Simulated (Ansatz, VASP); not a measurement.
Two plane-wave programs on YN

```
Y N
1.0
     0.00000    2.42815    2.42815
     2.42815    0.00000    2.42815
     2.42815    2.42815    0.00000
Y N
1 1
Direct
  0.00000 0.00000 0.00000
  0.50000 0.50000 0.50000
```

Alike in both runs: functional PBEsol; k mesh 12 × 12 × 12; occupations gaussian, width 0.01 eV; no spin polarisation.

Ansatz relaxed the structure, and its values are those at the end. VASP's run is a single point on that final structure, the one shown.

```csv
,VASP,Ansatz
version,VASP 6.6.1,Ansatz 0.2.0
potentials or method,"VASP PAW PBE potentials, release 64 (Y_sv, N), cutoff 600 eV","scalar-relativistic, plane waves, PAW"
valence electrons in the cell,16,16
```

Ansatz gave:

* gap on the k mesh at the Fermi level (eV): 0.08
* least direct gap on the mesh (eV): 0.45
* pressure (GPa): 0.0

Problem. What did VASP give for the same quantities?

Solution. gap on the k mesh at the Fermi level (eV): 0.07; least direct gap on the mesh (eV): 0.45; pressure (GPa): -0.2.

VASP's potentials were made for PBE, not for PBEsol. The functional is the same, so the differences come from potentials, cutoffs and numerics.
